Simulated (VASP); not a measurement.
Here is a VASP 6.6.1 calculation.

Contents of INCAR:

```
ALGO = Normal
DIPOL = 0.5 0.5 0.347
EDIFF = 1E-6
ENCUT = 520
GGA = PE
IDIPOL = 3
ISIF = 2
ISMEAR = 0
ISPIN = 2
LASPH = T
LCHARG = F
LDIPOL = T
LORBIT = 11
LREAL = F
LWAVE = F
MAGMOM = 0 0 0 0 0 0 2
NBANDS = 28
NELM = 150
PREC = Accurate
SIGMA = 0.05
```

Contents of KPOINTS:

```
k-points
0
Gamma
  9 9 1
```

Contents of POSCAR:

```
Mg3SO3
1.0
    3.0085896345      0.0000000000      0.0000000000
    0.0000000000      3.0085896345      0.0000000000
    0.0000000000      0.0000000000     19.7799623498
Mg O S
3 3 1
Direct
    0.5000000000      0.5000000000      0.2022248541
    0.0000000000      0.0000000000      0.3100331121
    0.5000000000      0.5000000000      0.4161289127
    0.0000000000      0.0000000000      0.2022248541
    0.5000000000      0.5000000000      0.3095409237
    0.0000000000      0.0000000000      0.4186035445
    0.1250000000      0.1250000000      0.5726652723
```

Potentials or basis: VASP PAW PBE potentials, release 64 (Mg, O, S).

The run is started by

```sh
$ cat potpaw_PBE.64/Mg/POTCAR potpaw_PBE.64/O/POTCAR potpaw_PBE.64/S/POTCAR > POTCAR
$ mpirun -np 1 vasp_std > vasp.out
```

Predict the net moment.

0.67 μB per cell.

What does it give for the largest force?

0.502 eV/Å.

Estimate the site moments.

Mg -0.00, +0.00 (each value once); O +0.00, +0.01, +0.08; S +0.35 μB.

Forces in eV/Å, atoms in the order of the input:
```
Mg   0.000  0.000  0.452
Mg   0.004  0.004 -0.042
Mg  -0.013 -0.013  0.502
O    0.001  0.001 -0.430
O    0.005  0.005  0.005
O   -0.010 -0.010 -0.483
S    0.013  0.013 -0.004
```
